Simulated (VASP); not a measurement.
Write the native input for VASP 6.6.1 that does the following.

```
Task                   : single point
Functional             : PBE
Potentials or basis    : VASP PAW PBE potentials, release 64 (Cu, O)
Cutoff                 : 520 eV
k mesh                 : 14 × 14 × 8
Occupations            : gaussian, width 0.1 eV
Spin                   : no spin polarisation
Dipole correction      : no
Further INCAR settings : ALGO = Normal; EDIFF = 1e-07; NBANDS = 25
```

The structure of CuO lies in POSCAR:

```
CuO
1.0
    2.1080960468     -2.1116105095      0.1651706885
    2.1080960468      2.1116105095      0.1651706885
   -0.4044294233      0.0000000000      5.1502030050
Cu O
2 2
Direct
    0.0000000000      0.5000000000      0.0000000000
    0.5000000000      0.0000000000      0.5000000000
    0.5000490404      0.4999509596      0.2500000000
    0.4999509596      0.5000490404      0.7500000000
```

This cell differs from its parent crystal: volume scaled by 1.03, then relaxed in part.

One way to write it, as run:

INCAR

```
  PREC = Accurate
  ENCUT = 520
  EDIFF = 1E-7
  ISMEAR = 0
  SIGMA = 0.1
  LREAL = False
  LASPH = True
  NELM = 60
  ALGO = Normal
  ISIF = 2
  LWAVE = False
  LCHARG = False
  GGA = PE
  NBANDS = 25
```

KPOINTS

```
Automatic mesh
0
Gamma
  14 14 8
```

Potentials or basis: VASP PAW PBE potentials, release 64 (Cu, O).

Command:

```bash
$ cat potpaw_PBE.64/Cu/POTCAR potpaw_PBE.64/O/POTCAR > POTCAR
$ mpirun -np 1 vasp_std > vasp.out
```

It gave:

* Pressure: -3.2 GPa
* Band gap on the k mesh: zero (band 17 reaches 5.07 eV, above the bottom of band 18 at 3.88 eV)

Caveat: semilocal functionals often make such compounds metallic where correlation or magnetic order opens a gap, which also shifts bond lengths.

Wall time 8.5 min on 1 thread of AMD EPYC 7R43 64-Core Processor (Zen 3), with other jobs on the host, peak memory 0.45 GiB.
